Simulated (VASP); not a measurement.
Wanted: the native input for a VASP 6.6.1 run.

| Quantity | Value |
| --- | --- |
| Task | relaxation of cell and atoms |
| Functional | PBE |
| Potentials or basis | VASP PAW PBE potentials, release 64 (Ni) |
| Cutoff | 600 eV |
| k mesh | 14 × 14 × 4 |
| Occupations | fermi-dirac, width 0.05 eV |
| Spin | collinear spin, ferromagnetic start |
| Starting moments | [0.8, 0.8, 0.8, 0.8] μB |
| Dipole correction | no |
| Further INCAR settings | ALGO = Normal; EDIFF = 1e-06; IBRION = 2; EDIFFG = -0.01; NSW = 80; ISIF = 3 |

The structure of Ni lies in POSCAR:

```
Ni
1.0
    2.4917559660      0.0000000000      0.0000000000
   -1.2458779830      2.1579239666      0.0000000000
    0.0000000000      0.0000000000      8.1380749850
Ni
4
Direct
    0.0000000000      0.0000000000      0.0000000000
    0.0000000000      0.0000000000      0.5000000000
    0.3333333333      0.6666666667      0.2500000000
    0.6666666667      0.3333333333      0.7500000000
```

This isn't the form of Ni at room conditions, which is fcc.

The input as run:

INCAR

```
PREC = Accurate
ENCUT = 600
EDIFF = 1E-6
ISMEAR = -1
SIGMA = 0.05
LREAL = F
LASPH = T
NELM = 150
ALGO = Normal
ISIF = 3
LWAVE = F
LCHARG = F
ISPIN = 2
MAGMOM = 0.8 0.8 0.8 0.8
LORBIT = 11
LMAXMIX = 4
GGA = PE
IBRION = 2
NSW = 80
EDIFFG = -0.01
```

KPOINTS

```
regular mesh
0
Gamma
  14 14 4
```

Potentials or basis: VASP PAW PBE potentials, release 64 (Ni).

Command:

```sh
$ cat potpaw_PBE.64/Ni/POTCAR > POTCAR
$ mpirun -np 1 vasp_std > vasp.out
```

It gave:

```json
{"Relaxed volume": "10.90 Å³/atom", "Relaxed cell": "a = 2.486 Å, b = 2.486 Å, c = 8.141 Å, α = 90.00°, β = 90.00°, γ = 120.00°", "Space group after relaxing (to 0.1 Å)": "P6_3/mmc (No. 194)", "Energy gained by relaxing": "0.1 meV/atom", "Ionic steps": "4", "Pressure after relaxing": "0.0 GPa", "Net moment": "2.46 μB per cell", "Site moments": "Ni +0.62, +0.63 (each value once) μB", "Valence electrons inside the program's atomic spheres": "Ni 9.31"}
```

It took 5.7 min on 1 thread of Oxide Virtual Turin-like Processor, with other jobs on the host, peak memory 0.24 GiB.
